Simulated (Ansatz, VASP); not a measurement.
## Two plane-wave programs on HfNbSe4

```
Hf Nb Se
1.0
     0.00000    3.91831    3.91831
     3.91831    0.00000    3.91831
     3.91831    3.91831    0.00000
Hf Nb Se
1 1 4
Cartesian
  0.0000 0.0000 0.0000
  1.9592 1.9592 1.9592
  2.9404 2.9404 4.8963
  2.9404 4.8963 2.9404
  4.8963 2.9404 2.9404
  4.8963 4.8963 4.8963
```

Change from the starting cell: species swapped into the ZrCu4Ag type (F-43m, No. 216).

Alike in both runs: functional PBE; k mesh 8 × 8 × 8; occupations gaussian, width 0.1 eV; no spin polarisation.

Ansatz relaxed the structure, and its values are those at the end. VASP's run is a single point on that final structure, the one shown.

```csv
,VASP,Ansatz
version,VASP 6.6.1,Ansatz 0.2.0
potentials or method,"VASP PAW PBE potentials, release 64 (Hf_pv, Nb_sv, Se), cutoff 520 eV","scalar-relativistic, plane waves, PAW"
valence electrons in the cell,47,103
```

|  | VASP | Ansatz | Ansatz less VASP |
| --- | --- | --- | --- |
| gap on the k mesh at the Fermi level (eV) | none | none | - |
| pressure (GPa) | -0.2 | 0.0 | +0.16 |

A gap of «none» marks a metal or a gap that the smearing closes. VASP's potentials hold 47 valence electrons a cell and Ansatz's 103, so a difference there can come from the potentials and not from the codes.

Neither program's run includes spin-orbit coupling.
